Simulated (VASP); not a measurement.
A run of VASP 6.6.1 is set up as follows.

Contents of INCAR:

```
PREC = Accurate
ENCUT = 600
EDIFF = 1E-6
ISMEAR = 0
SIGMA = 0.1
LREAL = False
LASPH = True
NELM = 200
ALGO = Normal
ISIF = 2
LWAVE = False
LCHARG = False
ISPIN = 2
MAGMOM = 4 0 0 0
LORBIT = 11
LMAXMIX = 4
GGA = PE
NBANDS = 22
GGA_COMPAT = False
```

Contents of KPOINTS:

```
Automatic mesh
0
Gamma
  4 4 4
```

Contents of POSCAR:

```
FeSi3
1.0
    4.1248031315      0.0000000000      0.0000000000
    0.0000000000      4.1248031315      0.0000000000
    0.0000000000      0.0000000000      4.1248031315
Fe Si
1 3
Direct
    0.0000000000      0.0000000000      0.0000000000
    0.5000000000      0.0000000000      0.0000000000
    0.0000000000      0.5000000000      0.0000000000
    0.0000000000      0.0000000000      0.5000000000
```

Potentials or basis: VASP PAW PBE potentials, release 64 (Fe, Si).

Command:

```sh
$ cat potpaw_PBE.64/Fe/POTCAR potpaw_PBE.64/Si/POTCAR > POTCAR
$ mpirun -np 1 vasp_std > vasp.out
```

What does it give for the net moment?

0.63 μB per cell.

Predict the pressure.

14.9 GPa.

What does it give for the site moments?

Fe +0.38; Si +0.01 μB.

Caveat: the k points lie up to 0.38 Å⁻¹ apart.
